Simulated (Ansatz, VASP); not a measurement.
# Two plane-wave programs on Ti

```
Ti
1.0
    -1.62775    1.46498    1.62775
     1.62775   -1.46498    1.62775
     1.62775    1.46498   -1.62775
Ti
1
Direct
  0.00000 0.00000 0.00000
```

Change from the starting cell: strain -0.1000 x Voigt [0, 1, 0, 0, 0, 0], atoms carried along.

Alike in both runs: task single point; functional PBE; k mesh 26 × 26 × 26; occupations gaussian, width 0.15 eV; no spin polarisation.

|  | VASP | Ansatz |
| --- | --- | --- |
| version | VASP 6.6.1 | Ansatz 0.2.0 |
| potentials or method | VASP PAW PBE potentials, release 64 (Ti_sv), cutoff 520 eV | scalar-relativistic, plane waves, PAW |
| valence electrons in the cell | 12 | 12 |

```csv
,VASP,Ansatz,Ansatz less VASP
gap on the k mesh at the Fermi level (eV),none,none,-
pressure (GPa),13.0,13.5,+0.55
"traceless stress, the component that is largest in VASP (GPa)",-1.59,-1.55,+0.034
```

A gap of «none» marks a metal or a gap that the smearing closes.
